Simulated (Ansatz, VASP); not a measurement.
One calculation of Ru, two programs

```
Ru
1.0
     4.32586    0.00000    0.00000
    -2.16293    3.74630    0.00000
     0.00000    0.00000    2.71850
Ru
3
Cartesian
  0.0000 0.0000 0.0000
  0.0000 2.4975 1.3593
  2.1629 1.2488 1.3593
```

Alike in both runs: task single point; functional PBE; k mesh 10 × 10 × 13; occupations fermi-dirac, width 0.1 eV; no spin polarisation.

|  | VASP | Ansatz |
| --- | --- | --- |
| version | VASP 6.6.1 | Ansatz 0.2.0 |
| potentials or method | VASP PAW PBE potentials, release 64 (Ru_pv), cutoff 520 eV | plane waves (420 eV) with PAW, scalar-relativistic |
| valence electrons in the cell | 42 | 48 |

VASP gave:

```
pressure (GPa)                                                : -10.5
traceless stress, the component that is largest in VASP (GPa) : 1.12
```

**Question.** What did Ansatz give for the same quantities?

**Answer.** Pressure (GPa): -10.4; traceless stress, the component that is largest in VASP (GPa): 1.20.

VASP's potentials hold 42 valence electrons a cell and Ansatz's 48, so a difference there can come from the potentials and not from the codes.
